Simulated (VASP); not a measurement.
# GaP (F-43m) in VASP: settings compared

GaP is run at these levels: revPBE+D3(BJ), PBEsol; tasks: single point.

Program: VASP 6.6.1. These are calculated values, not measurements. Logs are shortened: lines on timing, memory, paths and dates and some standing lists are left out, and cuts for length are marked.

**What was measured.**

From “Stacking defects in GaP nanowires: Electronic structure and optical properties”, 2018, arxiv:1810.01194, for a bulk crystal of GaP at 10 K: band gap 2.34 eV (indirect).

The results are compared with them further down.

### Step 1. The cell of the first run

The structure is cubic, space group F-43m (No. 216). The conventional cell has a = 5.420 Å, b = 5.420 Å, c = 5.420 Å, α = 90.00°, β = 90.00°, γ = 90.00°. Ga (site symmetry -43m) has 4 P at 2.35 Å within 3.1 Å. Within 3.1 Å of P (site symmetry -43m) lie 4 Ga at 2.35 Å.

### Step 2. Single point, revPBE+D3(BJ)

INCAR

```
  ALGO = Normal
  EDIFF = 1E-6
  ENCUT = 500
  GGA = RE
  GGA_COMPAT = False
  ISIF = 2
  ISMEAR = 0
  IVDW = 12
  LASPH = True
  LCHARG = False
  LREAL = False
  LWAVE = False
  NBANDS = 16
  NELM = 120
  PREC = Accurate
  SIGMA = 0.01
```

KPOINTS

```
k-points
0
Gamma
  6 6 6
```

POSCAR

```
GaP
1.0
    0.0000000000      2.7102097999      2.7102097999
    2.7102097999      0.0000000000      2.7102097999
    2.7102097999      2.7102097999      0.0000000000
Ga P
1 1
Direct
    0.0000000000      0.0000000000      0.0000000000
    0.7500000000      0.7500000000      0.7500000000
```

Potentials or basis: VASP PAW PBE potentials, release 64 (Ga_d, P).

Run with:

```bash
$ cat potpaw_PBE.64/Ga_d/POTCAR potpaw_PBE.64/P/POTCAR > POTCAR
$ mpirun -np 1 vasp_std > vasp.out
```

OUTCAR:

```text
EDIFF = 1E-6
   ENCUT = 500
   GGA = RE
   ISIF = 2
   ISMEAR = 0
   IVDW = 12
   LASPH = True
   LREAL = False
   NELM = 120
   PREC = Accurate
 IVDW          = 12

 ion  position               nearest neighbor table
   1  0.000  0.000  0.000-   2 2.35   2 2.35   2 2.35   2 2.35
   2  0.750  0.750  0.750-   1 2.35   1 2.35   1 2.35   1 2.35

  LATTYP: Found a face centered cubic cell.
 ALAT       =     5.4204195998

  Lattice vectors:

 A1 = (   0.0000000000,   2.7102097999,   2.7102097999)
 A2 = (   2.7102097999,   0.0000000000,   2.7102097999)
 A3 = (   2.7102097999,   2.7102097999,   0.0000000000)

Analysis of symmetry for initial positions (statically):
=====================================================================
 Subroutine PRICEL returns:
 Original cell was already a primitive cell.

 Routine SETGRP: Setting up the symmetry group for a
 face centered cubic supercell.

 Subroutine GETGRP returns: Found 24 space group operations
 (whereof 24 operations were pure point group operations)
 out of a pool of 48 trial point group operations.

The static configuration has the point symmetry T_d .

Analysis of symmetry for dynamics (positions and initial velocities):
=====================================================================
 Subroutine PRICEL returns:
 Original cell was already a primitive cell.

 Routine SETGRP: Setting up the symmetry group for a
 face centered cubic supercell.

 Subroutine GETGRP returns: Found 24 space group operations
 (whereof 24 operations were pure point group operations)
 out of a pool of 48 trial point group operations.

The dynamic configuration has the point symmetry T_d .

 Subroutine INISYM returns: Found 24 space group operations
 (whereof 24 operations are pure point group operations),
 and found     1 'primitive' translations

----------------------------------------------------------------------------------------

                                     Primitive cell

  volume of cell :      39.8143

  direct lattice vectors                    reciprocal lattice vectors
     0.000000000  2.710209800  2.710209800    -0.184487563  0.184487563  0.184487563
     2.710209800  0.000000000  2.710209800     0.184487563 -0.184487563  0.184487563
     2.710209800  2.710209800  0.000000000     0.184487563  0.184487563 -0.184487563

  length of vectors
     3.832815456  3.832815456  3.832815456     0.319541832  0.319541832  0.319541832

  position of ions in fractional coordinates (direct lattice)
     0.000000000  0.000000000  0.000000000
     0.750000000  0.750000000  0.750000000

[... 68 lines left out ...]
   LREAL  =      F    real-space projection
   EDIFFG = 0.1E-04   stopping-criterion for IOM
   NSW    =      0    number of steps for IOM
   IBRION =     -1    ionic relax: 0-MD 1-quasi-New 2-CG
   NFREE  =      0    steps in history (QN), initial steepest desc. (CG)
   ISIF   =      2    stress and relaxation
   ISYM   =      2    0-nonsym 1-usesym 2-fastsym
   POTIM  = 0.5000    time-step for ionic-motion
   TEBEG  =    0.0;   TEEND  =   0.0 temperature during run
   PSTRESS=    0.0 pullay stress
   NELECT =      18.0000    total number of electrons
   NUPDOWN=      -1.0000    fix difference up-down
   EMIN   =  10.00;   EMAX   =-10.00  energy-range for DOS
   EFERMI =   0.00;   METHOD = LEGACY
   ISMEAR =     0;   SIGMA  =   0.01  broadening in eV -4-tet -1-fermi 0-gaus
   EFERMI_NEDOS =   21; number of points for ismear=-14 and -15
   IALGO  =     38    algorithm
   IMIX   =      4    mixing-type and parameters
     AMIX     =   0.40;   BMIX     =  1.00
     AMIX_MAG =   1.60;   BMIX_MAG =  1.00
  volume/ion in A,a.u.               =      19.91       134.34
  Fermi-wavevector in a.u.,A,eV,Ry     =   1.256472  2.374387 21.479809  1.578721
  Thomas-Fermi vector in A             =   2.390178
   LORBIT       =      0    0 simple, 1 ext, 2 COOP (PROOUT), +10 PAW based schemes
   GGA     = RE    functional components
   LHFCALC =     F    Hartree Fock is set to
   AEXX    =    0.0000 exact exchange contribution
   IVDW    =    12    specifies the selected vdW correction
   LEPSILON=     F    determine dielectric tensor
   LRPA    =     F    only Hartree local field effects (RPA)
 non-spin polarized calculation
 Gauss-broadening in eV      SIGMA  =   0.01
  energy-cutoff  :      500.00
  volume of cell :       39.81
 maximum number of plane-waves:      1020
   NGX = 13   NGY = 13   NGZ = 13

 number of electron      18.0000010 magnetization

 Free energy of the ion-electron system (eV)
  ---------------------------------------------------
  ext. energy  EPLUGINS =         0.00000000
  ---------------------------------------------------
  free energy    TOTEN  =        -8.49638886 eV

  energy without entropy =       -8.49638886  energy(sigma->0) =       -8.49638886

 E-fermi :   4.9814     XC(G=0):  -9.7841

 val. band max:        4.8969064914   @ k =   0.0000   0.0000   0.0000
 cond. band min:       6.5832263317   @ k =   0.5000   0.5000   0.0000
 fundamental gap:      1.6863198403
 Fermi energy:         4.9814032630

 k-point     1 :       0.0000    0.0000    0.0000
  band No.  band energies     occupation
      1      -9.6817      2.00000
      2      -9.6817      2.00000
      3      -9.6817      2.00000
      4      -9.5771      2.00000
      5      -9.5771      2.00000
      6      -7.7002      2.00000
[... 281 lines left out ...]
      3      -9.6186      2.00000
      4      -9.5987      2.00000
      5      -9.5631      2.00000
      6      -4.5946      2.00000
[... 8 lines left out ...]
     15      16.8615      0.00000
     16      18.6132      0.00000

------------------------ aborting loop because EDIFF is reached ----------------------------------------

 Edisp (eV)   -1.24351

 E8    (eV) :    -0.8593

  FORCE on cell =-STRESS in cart. coord.  units (eV):
  Direction    XX          YY          ZZ          XY          YZ          ZX
  --------------------------------------------------------------------------------------
  -------------------------------------------------------------------------------------
  Total      -0.04472    -0.04472    -0.04472     0.00000    -0.00000     0.00000
  in kB      -1.79968    -1.79968    -1.79968     0.00000    -0.00000     0.00000
  external pressure =       -1.80 kB  Pullay stress =        0.00 kB

 VOLUME and BASIS-vectors are now :
 -----------------------------------------------------------------------------
  energy-cutoff  :      500.00
  volume of cell :       39.81
      direct lattice vectors                 reciprocal lattice vectors
     0.000000000  2.710209800  2.710209800    -0.184487563  0.184487563  0.184487563
     2.710209800  0.000000000  2.710209800     0.184487563 -0.184487563  0.184487563
     2.710209800  2.710209800  0.000000000     0.184487563  0.184487563 -0.184487563

 POSITION                                       TOTAL-FORCE (eV/Angst)
 -----------------------------------------------------------------------------------
      0.00000      0.00000      0.00000        -0.000000     -0.000000      0.000000
      4.06531      4.06531      4.06531         0.000000      0.000000     -0.000000
 -----------------------------------------------------------------------------------
    total drift:                               -0.000001     -0.000001     -0.000001

  FREE ENERGIE OF THE ION-ELECTRON SYSTEM (eV)
  ---------------------------------------------------
  free  energy   TOTEN  =        -9.7399003406 eV

  energy  without entropy=       -9.7399003406  energy(sigma->0) =       -9.73990034
```

Wall time 12 s (1 thread of Intel Xeon Platinum 8259CL at 2.50GHz (Skylake/Cascade Lake), shared host); peak memory 0.16 GiB.

Results:

```yaml
Free_energy: -9.7399 eV
Pressure: -0.2 GPa
Band_gap_on_the_k_mesh: 1.69 eV (least direct gap 2.06 eV)
Dispersion_energy_per_atom: -0.622 eV
```

Levels at points of the mesh, in eV from the valence-band top:
| k point | band 6 | band 7 | band 8 | band 9 | band 10 | band 11 | band 12 | band 13 |
| --- | --- | --- | --- | --- | --- | --- | --- | --- |
| (0.00, 0.00, 0.00) | -12.60 | 0.00 | 0.00 | 0.00 | 2.06 | 3.90 | 3.90 | 3.90 |
| (0.50, 0.00, 0.00) | -10.48 | -6.70 | -1.14 | -1.14 | 1.79 | 4.73 | 4.73 | 8.44 |
| (0.50, 0.50, 0.00) | -9.56 | -6.80 | -2.73 | -2.73 | 1.69 | 1.86 | 10.75 | 10.75 |

Caveat: the PAW data sets were made with another functional, which shifts forces and pressure a little.

(Part 1 of 2 ends here.)
